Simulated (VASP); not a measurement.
Wanted: the native input for a VASP 6.6.1 run.

```
Task                   : single point
Functional             : PBEsol
Potentials or basis    : VASP PAW PBE potentials, release 64 (Al, O)
Cutoff                 : 520 eV
k mesh                 : 2 × 2 × 2
Occupations            : fermi-dirac, width 0.15 eV
Spin                   : no spin polarisation
Dipole correction      : no
Further INCAR settings : LREAL = Auto; ALGO = Normal; EDIFF = 1e-06; NBANDS = 73
```

The structure of Al32O (a cell with a defect) lies in POSCAR:

```
Al32O
1.0
    8.1000000000      0.0000000000      0.0000000000
    0.0000000000      8.1000000000      0.0000000000
    0.0000000000      0.0000000000      8.1000000000
Al O
32 1
Direct
    0.5043779012      0.0020617284      0.0010087654
    0.7469993827      0.2465577778     -0.0016093827
    0.7512097531      0.0017730864      0.2486520988
   -0.0002487654     -0.0009327160      0.0001200000
    0.2551590123      0.2410898765      0.0051335802
    0.5039448148      0.5002861728      0.0029285185
    0.7474890123      0.7539570370     -0.0010658025
    0.2510318519      0.0020612346      0.2543539506
    0.5020302469      0.2481145679      0.2520059259
    0.7405477778      0.5023249383      0.2593220988
    0.4986746914      0.0017717284      0.5011872840
    0.7478632099      0.2481092593      0.4978395062
    0.7455208642      0.0020543210      0.7488445679
   -0.0254997531      0.4939779012      0.0254262963
    0.2533087654      0.7507590123      0.0032866667
    0.0014788889      0.2465348148      0.2528781481
    0.2529507407      0.5002839506      0.2539229630
    0.5024011111      0.7543819753      0.2523796296
   -0.0011327160      0.0020540741      0.4954970370
    0.2484138272      0.2465530864      0.4969735802
    0.5093437037      0.5023239506      0.4905265432
    0.7474955556      0.7543801235      0.4974744444
    0.2501425926     -0.0009382716      0.7497287654
    0.5029025926      0.2465307407      0.7514562963
    0.7459301235      0.5002750617      0.7469238272
    0.0009422222      0.7539738272      0.2523803704
   -0.0030545679      0.5002783951      0.4959076543
    0.2489582716      0.7539528395      0.4974685185
   -0.0052607407      0.2410938272      0.7447124691
    0.2754460494      0.4939730864      0.7244786420
    0.5024009877      0.7539690123      0.7509182716
   -0.0034079012      0.7507304938      0.7465701235
    0.1248823457      0.5684208642      0.8748614815
```

These files were run (other wordings do the same):

INCAR

```
PREC     = Accurate       # precision mode
ENCUT    = 520            # plane-wave cutoff, eV
EDIFF    = 1E-6           # SCF threshold, eV
ISMEAR   = -1             # smearing method
SIGMA    = 0.15           # smearing width, eV
LREAL    = Auto         
LASPH    = T              # aspherical terms in the spheres
NELM     = 80             # most SCF steps
ALGO     = Normal         # electronic algorithm
ISIF     = 2              # what is computed and relaxed
LWAVE    = F              # write WAVECAR
LCHARG   = T              # write CHGCAR
GGA      = PS             # functional
LELF     = T              # ELF
LVHAR    = T            
NBANDS   = 73             # bands
```

KPOINTS

```
Automatic mesh
0
Gamma
  2 2 2
```

Potentials or basis: VASP PAW PBE potentials, release 64 (Al, O).

The run is started by

```sh
$ cat potpaw_PBE.64/Al/POTCAR potpaw_PBE.64/O/POTCAR > POTCAR
$ mpirun -np 1 vasp_std > vasp.out
```

Results of the run:

| Property | Result |
| --- | --- |
| Pressure | -0.6 GPa |
| Largest force | 1.648 eV/Å |
| Band gap on the k mesh | zero (bands 51 and 52 overlap by 0.89 eV) |

Caveat: the k points lie up to 0.39 Å⁻¹ apart, too coarse for converged energies and pressures of a metal; the PAW data sets were made with another functional, which shifts forces and pressure a little.

Wall time 5.8 min on 1 thread of Intel(R) Xeon(R) 6975P-C (Granite Rapids), with other jobs on the host, peak memory 0.54 GiB.
